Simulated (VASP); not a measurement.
A run of VASP 6.6.1:

The input INCAR:

```
  ALGO = Normal
  EDIFF = 1E-8
  ENCUT = 550
  GGA_COMPAT = F
  IBRION = 6
  ISIF = 2
  ISMEAR = 0
  LASPH = T
  LCHARG = F
  LMIXTAU = T
  LREAL = F
  LWAVE = F
  METAGGA = R2SCAN
  NBANDS = 19
  NELM = 120
  NFREE = 2
  NSW = 1
  POTIM = 0.015
  PREC = Accurate
  SIGMA = 0.01
```

Contents of KPOINTS:

```
k-points
0
Gamma
  6 6 6
```

The input POSCAR:

```
K2S
1.0
    3.7031286609      3.7031286609      0.0000000000
   -3.7031286609      3.7031286609      0.0000000000
    0.0000000000      3.7031286609      3.7031286609
K S
2 1
Direct
    0.2500000000      0.7500000000      0.5000000000
    0.7500000000      0.2500000000      0.5000000000
    0.0000000000      0.0000000000      0.0000000000
```

Potentials or basis: VASP PAW PBE potentials, release 64 (K_sv, S).

Run with:

```sh
$ cat potpaw_PBE.64/K_sv/POTCAR potpaw_PBE.64/S/POTCAR > POTCAR
$ mpirun -np 1 vasp_std > vasp.out
```

Hardware: 1 thread of Intel(R) Xeon(R) 6975P-C (Granite Rapids) (shared host).

Q: Estimate the wall time of this run.

A: Wall time 10 min on 1 thread of Intel(R) Xeon(R) 6975P-C (Granite Rapids) (shared host), peak memory 0.35 GiB. Counts: scf iterations 79, k points 16.
